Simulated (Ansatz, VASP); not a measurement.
**Two plane-wave programs on GaAs**

Contents of INCAR:

```
SYSTEM = GaAs
ALGO = Normal ; EDIFF = 1E-6
EDIFFG = -0.002 ; ENCUT = 600
IBRION = 2 ; ISIF = 3
ISMEAR = 0 ; LASPH = .TRUE.
LCHARG = .FALSE. ; LREAL = .FALSE.
LWAVE = .FALSE. ; NELM = 80
NSW = 100 ; PREC = Accurate
SIGMA = 0.1
```

The input KPOINTS:

```
k-points
0
G
  12 12 12
  0 0 0
```

POSCAR

```
GaAs
1.0
    0.0000000000      2.8750910500      2.8750910500
    2.8750910500      0.0000000000      2.8750910500
    2.8750910500      2.8750910500      0.0000000000
Ga As
1 1
Direct
    0.0000000000      0.0000000000      0.0000000000
    0.7500000000      0.7500000000      0.7500000000
```

Input for Ansatz:

```yaml
crystal:
  lattice:
    - [0.0, 2.87509105, 2.87509105]
    - [2.87509105, 0.0, 2.87509105]
    - [2.87509105, 2.87509105, 0.0]
  atoms:
    - { symbol: Ga, position: [0.0, 0.0, 0.0] }
    - { symbol: As, position: [0.75, 0.75, 0.75] }
basis:
  ecutwfc: 420
kpoints:
  mp_grid: { grid: [12, 12, 12] }
hamiltonian:
  xc: lda
scf:
  occupations: { method: gaussian, width: 0.1 }
output:
  forces: true
  stress: true
  eigenvalues: true
  write_density: true
  write_potential: true
  elf: true
  volumetric_format: npy
relax:
  adjacent_minimum: "off"
  f_tol: 0.002
  max_steps: 80
  cell: { stress_tol: 0.02 }
```

Alike in both runs: task relaxation of cell and atoms; functional LDA; k mesh 12 × 12 × 12; occupations gaussian, width 0.1 eV; no spin polarisation.

|  | VASP | Ansatz |
| --- | --- | --- |
| version | VASP 6.6.1 | Ansatz 0.2.0 |
| potentials or method | VASP PAW LDA potentials, release 64 (Ga_d, As), cutoff 600 eV | scalar-relativistic, plane waves, PAW |
| valence electrons in the cell | 18 | 28 |

```tsv
	VASP	Ansatz	Ansatz less VASP
gap on the k mesh at the Fermi level, each at its own relaxed structure (eV)	0.50	0.49	-0.016
relaxed volume (Å³/atom)	22.09	21.99	-0.095
relaxed cell length with the largest relative difference (Å)	3.968	3.962	-0.0057
```

LDA's correlation is that of Perdew and Zunger in VASP and of Perdew and Wang (1992) in Ansatz. VASP's potentials hold 18 valence electrons a cell and Ansatz's 28, so a difference there can come from the potentials and not from the codes.
